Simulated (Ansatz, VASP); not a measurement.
## BP: VASP beside Ansatz

INCAR

```
PREC = Accurate
ENCUT = 600
EDIFF = 1E-7
ISMEAR = -1
SIGMA = 0.05
LREAL = F
LASPH = T
NELM = 100
ALGO = Normal
ISIF = 3
LWAVE = F
LCHARG = F
IBRION = 2
NSW = 60
EDIFFG = -0.01
```

File KPOINTS:

```
regular mesh
0
Gamma
  10 10 10
```

Contents of POSCAR:

```
BP
1.0
    0.0000000000      2.2690000000      2.2690000000
    2.2690000000      0.0000000000      2.2690000000
    2.2690000000      2.2690000000      0.0000000000
P B
1 1
Direct
    0.7500000000      0.7500000000      0.7500000000
    0.0000000000      0.0000000000      0.0000000000
```

File input.yaml:

```yaml
crystal:
  lattice:
    - [0.0, 2.269, 2.269]
    - [2.269, 0.0, 2.269]
    - [2.269, 2.269, 0.0]
  atoms:
    - { symbol: P, position: [0.75, 0.75, 0.75] }
    - { symbol: B, position: [0.0, 0.0, 0.0] }
hamiltonian:
  xc: lda
  pseudopotentials: { kind: paw }
kpoints:
  mp_grid: { grid: [10, 10, 10] }
scf:
  occupations: { method: fermi_dirac, width: 0.05 }
output:
  forces: true
  stress: true
  write_density: true
  write_potential: true
  elf: true
  volumetric_format: npy
relax:
  f_tol: 0.01
  max_steps: 40
  cell: { stress_tol: 0.05 }
```

Alike in both runs: task relaxation of cell and atoms; functional LDA; k mesh 10 × 10 × 10; occupations fermi-dirac, width 0.05 eV; no spin polarisation.

|  | VASP | Ansatz |
| --- | --- | --- |
| version | VASP 6.6.1 | Ansatz 0.2.0 |
| potentials or method | VASP PAW LDA potentials, release 64 (P, B) | Ansatz PAW |
| plane-wave cutoff (eV) | 600 | 420 |
| valence electrons in the cell | 8 | 8 |

Ansatz gave:

* gap on the k mesh at the Fermi level, each at its own relaxed structure (eV): 1.15
* relaxed volume (Å³/atom): 11.32
* relaxed cell length with the largest relative difference (Å): 3.175

Q: Which values does VASP return?

A: gap on the k mesh at the Fermi level, each at its own relaxed structure (eV): 1.15; relaxed volume (Å³/atom): 11.31; relaxed cell length with the largest relative difference (Å): 3.175.

LDA's correlation is that of Perdew and Zunger in VASP and of Perdew and Wang (1992) in Ansatz.

Noted on Ansatz's run: the plane-wave basis is chosen anew once the cell has moved, so the energies of steps on either side of that aren't comparable.
